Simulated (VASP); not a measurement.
# Ta2Ga (Fd-3m) in VASP: a series of runs

The runs below take Ta2Ga through single point, relaxation of cell and atoms, with PBE.

Program: VASP 6.6.1. These are calculated values, not measurements. Logs are shortened: lines on timing, memory, paths and dates and some standing lists are left out, and cuts for length are marked.

## (1) The cell of the first run

The structure is cubic, space group Fd-3m (No. 227). The conventional cell has a = 7.737 Å, b = 7.737 Å, c = 7.737 Å, α = 90.00°, β = 90.00°, γ = 90.00°. Ta (site symmetry -3m) has 6 Ta at 2.74 Å and 6 Ga at 3.21 Å within 3.6 Å. Ga (site symmetry -43m) has 12 Ta at 3.21 Å and 4 Ga at 3.35 Å within 4.2 Å.

## (2) Single point, PBE

File INCAR:

```
PREC = Accurate
ENCUT = 520
EDIFF = 1E-7
ISMEAR = 0
SIGMA = 0.1
LREAL = False
LASPH = True
NELM = 60
ALGO = Fast
ISIF = 2
LWAVE = False
LCHARG = False
GGA = PE
NBANDS = 44
```

File KPOINTS:

```
Automatic mesh
0
Gamma
  8 8 8
```

File POSCAR:

```
Ta2Ga
1.0
    0.0000000000      3.8684201985      3.8684201985
    3.8684201985      0.0000000000      3.8684201985
    3.8684201985      3.8684201985      0.0000000000
Ta Ga
4 2
Direct
    0.1250000000      0.1250000000      0.1250000000
    0.6250000000      0.1250000000      0.1250000000
    0.1250000000      0.1250000000      0.6250000000
    0.1250000000      0.6250000000      0.1250000000
    0.5000000000      0.5000000000      0.5000000000
    0.7500000000      0.7500000000      0.7500000000
```

Potentials or basis: VASP PAW PBE potentials, release 64 (Ta_pv, Ga_d).

The run is started by

```
> cat potpaw_PBE.64/Ta_pv/POTCAR potpaw_PBE.64/Ga_d/POTCAR > POTCAR
> mpirun -np 1 vasp_std > vasp.out
```

OUTCAR:

```text
PREC = Accurate
   ENCUT = 520
   EDIFF = 1E-7
   ISMEAR = 0
   LREAL = False
   LASPH = True
   NELM = 60
   ISIF = 2
   GGA = PE

 ion  position               nearest neighbor table
   1  0.125  0.125  0.125-   2 2.74   3 2.74   4 2.74   3 2.74   4 2.74   2 2.74   6 3.21   5 3.21
                             6 3.21   5 3.21   6 3.21   5 3.21
   2  0.625  0.125  0.125-   1 2.74   3 2.74   4 2.74   1 2.74   3 2.74   4 2.74   6 3.21   5 3.21
                             5 3.21   6 3.21   5 3.21   6 3.21
   3  0.125  0.125  0.625-   1 2.74   1 2.74   2 2.74   4 2.74   4 2.74   2 2.74   6 3.21   5 3.21
                             6 3.21   5 3.21   6 3.21   5 3.21
   4  0.125  0.625  0.125-   1 2.74   3 2.74   1 2.74   2 2.74   3 2.74   2 2.74   6 3.21   5 3.21
                             6 3.21   5 3.21   6 3.21   5 3.21
   5  0.500  0.500  0.500-   1 3.21   1 3.21   1 3.21   2 3.21   3 3.21   4 3.21   4 3.21   2 3.21
                             4 3.21   3 3.21   2 3.21   3 3.21
   6  0.750  0.750  0.750-   2 3.21   3 3.21   4 3.21   1 3.21   1 3.21   1 3.21   2 3.21   2 3.21
                             3 3.21   4 3.21   3 3.21   4 3.21

  LATTYP: Found a face centered cubic cell.
 ALAT       =     7.7368403970

  Lattice vectors:

 A1 = (   0.0000000000,   3.8684201985,   3.8684201985)
 A2 = (   3.8684201985,   0.0000000000,   3.8684201985)
 A3 = (   3.8684201985,   3.8684201985,   0.0000000000)

Analysis of symmetry for initial positions (statically):
=====================================================================
 Subroutine PRICEL returns:
 Original cell was already a primitive cell.

 Routine SETGRP: Setting up the symmetry group for a
 face centered cubic supercell.

 Subroutine GETGRP returns: Found 48 space group operations
 (whereof 24 operations were pure point group operations)
 out of a pool of 48 trial point group operations.

The static configuration has the point symmetry T_d .
 The point group associated with its full space group is O_h .

Analysis of symmetry for dynamics (positions and initial velocities):
=====================================================================
 Subroutine PRICEL returns:
 Original cell was already a primitive cell.

 Routine SETGRP: Setting up the symmetry group for a
 face centered cubic supercell.

 Subroutine GETGRP returns: Found 48 space group operations
 (whereof 24 operations were pure point group operations)
 out of a pool of 48 trial point group operations.

The dynamic configuration has the point symmetry T_d .
 The point group associated with its full space group is O_h .

 Subroutine INISYM returns: Found 48 space group operations
[... 106 lines left out ...]
   LREAL  =      F    real-space projection
   EDIFFG = 0.1E-05   stopping-criterion for IOM
   NSW    =      0    number of steps for IOM
   IBRION =     -1    ionic relax: 0-MD 1-quasi-New 2-CG
   NFREE  =      0    steps in history (QN), initial steepest desc. (CG)
   ISIF   =      2    stress and relaxation
   ISYM   =      2    0-nonsym 1-usesym 2-fastsym
   POTIM  = 0.5000    time-step for ionic-motion
   TEBEG  =    0.0;   TEEND  =   0.0 temperature during run
   PSTRESS=    0.0 pullay stress
   NELECT =      70.0000    total number of electrons
   NUPDOWN=      -1.0000    fix difference up-down
   EMIN   =  10.00;   EMAX   =-10.00  energy-range for DOS
   EFERMI =   0.00;   METHOD = LEGACY
   ISMEAR =     0;   SIGMA  =   0.10  broadening in eV -4-tet -1-fermi 0-gaus
   EFERMI_NEDOS =   21; number of points for ismear=-14 and -15
   IALGO  =     68    algorithm
   IMIX   =      4    mixing-type and parameters
     AMIX     =   0.40;   BMIX     =  1.00
     AMIX_MAG =   1.60;   BMIX_MAG =  1.00
  volume/ion in A,a.u.               =      19.30       130.22
  Fermi-wavevector in a.u.,A,eV,Ry     =   1.384301  2.615950 26.072699  1.916289
  Thomas-Fermi vector in A             =   2.508818
   LORBIT       =      0    0 simple, 1 ext, 2 COOP (PROOUT), +10 PAW based schemes
   GGA     = PE    functional components
   LHFCALC =     F    Hartree Fock is set to
   AEXX    =    0.0000 exact exchange contribution
   IVDW    =     0    specifies the selected vdW correction
   LEPSILON=     F    determine dielectric tensor
   LRPA    =     F    only Hartree local field effects (RPA)
 non-spin polarized calculation
 RMM-DIIS sequential band-by-band and
 Gauss-broadening in eV      SIGMA  =   0.10
  energy-cutoff  :      520.00
  volume of cell :      115.78
 maximum number of plane-waves:      3142
 NGX is ok and might be reduce to    42
   NGX = 21   NGY = 21   NGZ = 21

 number of electron      70.0000011 magnetization

 Free energy of the ion-electron system (eV)
  ---------------------------------------------------
  ext. energy  EPLUGINS =         0.00000000
  ---------------------------------------------------
  free energy    TOTEN  =       -50.18928261 eV

  energy without entropy =      -50.15880846  energy(sigma->0) =      -50.17404554

 E-fermi :   5.2884     XC(G=0): -11.7523

 val. band max:        5.2821912651   @ k =   0.3750   0.0000   0.0000
 cond. band min:       5.2899435106   @ k =  -0.1250   0.1250   0.0000
 fundamental gap:      0.0077522455
 Fermi energy:         5.2884173826

 k-point     1 :       0.0000    0.0000    0.0000
  band No.  band energies     occupation
      1     -29.9106      2.00000
      2     -29.2915      2.00000
      3     -29.2915      2.00000
      4     -29.2915      2.00000
      5     -29.0958      2.00000
      6     -29.0958      2.00000
[... 1117 lines left out ...]
     43       8.0514      0.00000
     44       8.7039      0.00000

 [... further k-points ...]
[... 5 lines left out ...]
  --------------------------------------------------------------------------------------
  -------------------------------------------------------------------------------------
  Total        0.0963727      0.0963727      0.0963727      0.0000000     -0.0000000      0.0000000
  in kB        1.3336253      1.3336253      1.3336253      0.0000000     -0.0000000      0.0000000
  external PRESSURE =       1.3336253 kB  Pullay stress =       0.0000000 kB

 VOLUME and BASIS-vectors are now :
 -----------------------------------------------------------------------------
  energy-cutoff  :      520.00
  volume of cell :      115.78
      direct lattice vectors                 reciprocal lattice vectors
     0.000000000  3.868420198  3.868420198    -0.129251729  0.129251729  0.129251729
     3.868420198  0.000000000  3.868420198     0.129251729 -0.129251729  0.129251729
     3.868420198  3.868420198  0.000000000     0.129251729  0.129251729 -0.129251729

 POSITION                                       TOTAL-FORCE (eV/Angst)
 -----------------------------------------------------------------------------------
      0.96711      0.96711      0.96711         0.000000     -0.000000      0.000000
      0.96711      2.90132      2.90132         0.000000     -0.000000     -0.000000
      2.90132      2.90132      0.96711         0.000000     -0.000000      0.000000
      2.90132      0.96711      2.90132         0.000000     -0.000000     -0.000000
      3.86842      3.86842      3.86842        -0.000000     -0.000000     -0.000000
      5.80263      5.80263      5.80263         0.000000      0.000000      0.000000
 -----------------------------------------------------------------------------------
    total drift:                               -0.000000     -0.000000      0.000000

  FREE ENERGIE OF THE ION-ELECTRON SYSTEM (eV)
  ---------------------------------------------------
  free  energy   TOTEN  =       -50.1892826105 eV

  energy  without entropy=      -50.1588084625  energy(sigma->0) =      -50.17404554
```

OSZICAR:

```text
N       E                     dE             d eps       ncg     rms          rms(c)
DAV:   1     0.747842348234E+03    0.74784E+03   -0.35798E+04  2600   0.228E+03
DAV:   2     0.276619162820E+02   -0.72018E+03   -0.70397E+03  2708   0.618E+02
DAV:   3    -0.471023746387E+02   -0.74764E+02   -0.71888E+02  2952   0.163E+02
[... 16 lines left out ...]
RMM:  20    -0.501892815396E+02   -0.75952E-06   -0.77575E-06  2793   0.473E-03    0.151E-03
RMM:  21    -0.501892821597E+02   -0.62011E-06   -0.63956E-06  2633   0.322E-03    0.134E-03
RMM:  22    -0.501892823788E+02   -0.21902E-06   -0.22386E-06  2510   0.278E-03    0.671E-04
RMM:  23    -0.501892825507E+02   -0.17190E-06   -0.18424E-06  2340   0.198E-03    0.626E-04
RMM:  24    -0.501892826105E+02   -0.59870E-07   -0.67007E-07  2151   0.161E-03
   1 F= -.50189283E+02 E0= -.50174046E+02  d E =-.304741E-01
```

stdout:

```text
POSCAR found type information on POSCAR TaGa
 POSCAR found :  2 types and       6 ions
 scaLAPACK will be used
 LDA part: xc-table for (Slater+PW92), standard interpolation
 POSCAR, INCAR and KPOINTS ok, starting setup
 FFT: planning ... GRIDC
 FFT: planning ... GRID_SOFT
 FFT: planning ... GRID
 WAVECAR not read
 entering main loop
```

Run time: 6 min. Hardware: 1 thread of Intel Xeon 6975P-C, shared host; peak memory 0.32 GiB.

Results:

```
Free energy            : -50.1893 eV
Pressure               : 0.1 GPa
Band gap on the k mesh : zero (band 35 reaches 5.60 eV, above the bottom of band 36 at 4.92 eV)
```

Caveat: spin-orbit coupling is left out, which moves the levels of the heavy elements.

## (3) Relaxation of cell and atoms, PBE

This run uses another cell than the first one, of 17.13 Å³/atom, 0.887 times its volume.

File INCAR:

```
ALGO     = Normal         # electronic algorithm
EDIFF    = 1E-7           # SCF threshold, eV
EDIFFG   = -0.04          # ionic threshold
ENCUT    = 600            # plane-wave cutoff, eV
GGA      = PE             # functional
IBRION   = 2              # ionic algorithm
ISIF     = 3              # what is computed and relaxed
ISMEAR   = 0              # smearing method
LASPH    = T              # aspherical terms in the spheres
LCHARG   = F              # write CHGCAR
LREAL    = F              # projectors in reciprocal space
LWAVE    = F              # write WAVECAR
NELM     = 80             # most SCF steps
NSW      = 90             # ionic steps
PREC     = Accurate       # precision mode
SIGMA    = 0.1            # smearing width, eV
```

File KPOINTS:

```
k-points
0
Gamma
  4 4 4
```

File POSCAR:

```
Ta2Ga
1.0
    0.0000000000      3.7175072942      3.7175072942
    3.7175072942      0.0000000000      3.7175072942
    3.7175072942      3.7175072942      0.0000000000
Ta Ga
4 2
Direct
    0.6250000000      0.6250000000      0.6250000000
    0.1250000000      0.6250000000      0.6250000000
    0.6250000000      0.6250000000      0.1250000000
    0.6250000000      0.1250000000      0.6250000000
    0.0000000000      0.0000000000      0.0000000000
    0.2500000000      0.2500000000      0.2500000000
```

Potentials or basis: VASP PAW PBE potentials, release 64 (Ta_pv, Ga_d).

The run is started by

```
> cat potpaw_PBE.64/Ta_pv/POTCAR potpaw_PBE.64/Ga_d/POTCAR > POTCAR
> mpirun -np 1 vasp_std > vasp.out
```

Wall time 3.8 min (1 thread of Intel Xeon 6975P-C, shared host); peak memory 0.29 GiB.

It converged, with:

```yaml
Free_energy: -50.1732 eV
Relaxed_volume: 19.43 Å³/atom
Relaxed_cell: a = 5.483 Å, b = 5.483 Å, c = 5.483 Å, α = 60.00°, β = 60.00°, γ = 60.00°
Space_group_after_relaxing_to_0.05_Å: Fd-3m (No. 227)
Energy_gained_by_relaxing: 137.9 meV/atom
Ionic_steps: 4
Pressure_after_relaxing: -0.1 GPa
Band_gap_on_the_k_mesh: zero (band 35 reaches 5.52 eV, above the bottom of band 36 at 5.07 eV)
```

Step by step:
```
step  energy change (eV)  largest force (eV/Å)  pressure (GPa)  volume (Å³)
   1              0.0000                0.0000           21.23       102.75
   2              0.6504                0.0000          -16.91       140.33
   3             -0.8259                0.0000           -0.74       117.16
   4             -0.8274                0.0000           -0.10       116.59
```

Final structure:
```
CELL_PARAMETERS angstrom
0.00000 3.87742 3.87742
3.87742 0.00000 3.87742
3.87742 3.87742 0.00000
ATOMIC_POSITIONS crystal
Ta 0.62500 0.62500 0.62500
Ta 0.12500 0.62500 0.62500
Ta 0.62500 0.62500 0.12500
Ta 0.62500 0.12500 0.62500
Ga 0.00000 0.00000 0.00000
Ga 0.25000 0.25000 0.25000
```

Levels at points of the mesh, in eV from the Fermi level:
```csv
k point,band 31,band 32,band 33,band 34,band 35,band 36,band 37,band 38,band 39,band 40
"(0.00, 0.00, 0.00)",-3.15,-1.59,-1.59,0.22,0.22,0.22,2.53,3.34,3.34,3.35
"(0.50, 0.00, 0.00)",-1.56,-1.56,-0.74,-0.52,0.17,0.17,0.29,0.29,1.40,2.36
"(0.50, 0.50, 0.00)",-1.68,-1.68,-0.76,-0.76,0.25,0.25,0.54,0.54,0.82,0.82
```

Caveat: the k points lie up to 0.35 Å⁻¹ apart in the final cell; spin-orbit coupling is left out, which moves the levels of the heavy elements.
